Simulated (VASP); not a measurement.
**Ti: single point with PBEsol**

The system is Ti.

```
CELL_PARAMETERS angstrom
2.82768 0.00000 0.00000
-1.41384 2.44885 0.00000
0.00000 0.00000 4.47604
ATOMIC_POSITIONS crystal
Ti 0.29299 0.66667 0.25000
Ti 0.70701 0.33333 0.75000
```

This cell differs from its parent crystal: atoms displaced along a vibrational mode, the cell strained.

```yaml
Program: VASP 6.6.1
Task: single point
Functional: PBEsol
Potentials_or_basis: VASP PAW PBE potentials, release 64 (Ti_sv)
Cutoff: 520 eV
k_mesh: 18 × 18 × 10
Occupations: gaussian, width 0.15 eV
Spin: no spin polarisation
Dipole_correction: no
Further_INCAR_settings: ALGO = Fast; EDIFF = 1e-07; NBANDS = 19
```

The pressure is 9.3 GPa and the largest force is 0.238 eV/Å. The band gap on the k mesh is zero (bands 12 and 13 overlap by 1.34 eV).

Forces on the atoms (eV/Å):
```
Ti   0.238  0.001  0.000
Ti  -0.238 -0.001  0.000
```

Stress tensor (GPa, compression positive):
```
 9.40  3.00  0.00
 3.00  8.60  0.00
 0.00  0.00 10.04
```

Levels at points of the mesh, in eV from the Fermi level:
```
           k point  band 8  band 9  band 10  band 11  band 12  band 13  band 14  band 15  band 16  band 17
(0.00, 0.00, 0.00)  -32.14   -6.40    -2.91     0.72     0.79     1.05     1.22     1.42     1.50     1.76
(0.50, 0.00, 0.00)  -32.28   -2.47    -2.20    -1.66    -0.49     0.10     0.68     1.18     3.83     4.05
(0.00, 0.50, 0.00)  -32.29   -2.44    -2.37    -2.09    -0.39     0.65     0.85     1.22     3.91     3.93
(0.50, 0.50, 0.00)  -32.27   -2.66    -2.46    -2.45    -0.29     0.45     1.55     1.57     4.05     4.06
(0.00, 0.00, 0.50)  -32.23   -4.38    -4.38     0.12     0.12     0.73     0.73     0.93     0.93     3.08
(0.50, 0.00, 0.50)  -32.35   -2.92    -2.92    -0.88    -0.88     1.81     1.81     2.12     2.12     4.05
(0.00, 0.50, 0.50)  -32.33   -2.83    -2.83    -1.02    -1.02     1.63     1.63     2.33     2.33     4.07
(0.50, 0.50, 0.50)  -32.38   -2.67    -2.67    -1.08    -1.08     1.56     1.56     2.12     2.12     4.09
```

Wall time 16 min on 1 thread of Intel(R) Xeon(R) 6975P-C (Granite Rapids), with other jobs on the host, peak memory 0.55 GiB.

Caveat: the cell differs from its parent crystal (atoms displaced along a vibrational mode, the cell strained); the cell stands under pressure; the PAW data sets were made with another functional, which shifts forces and pressure a little.
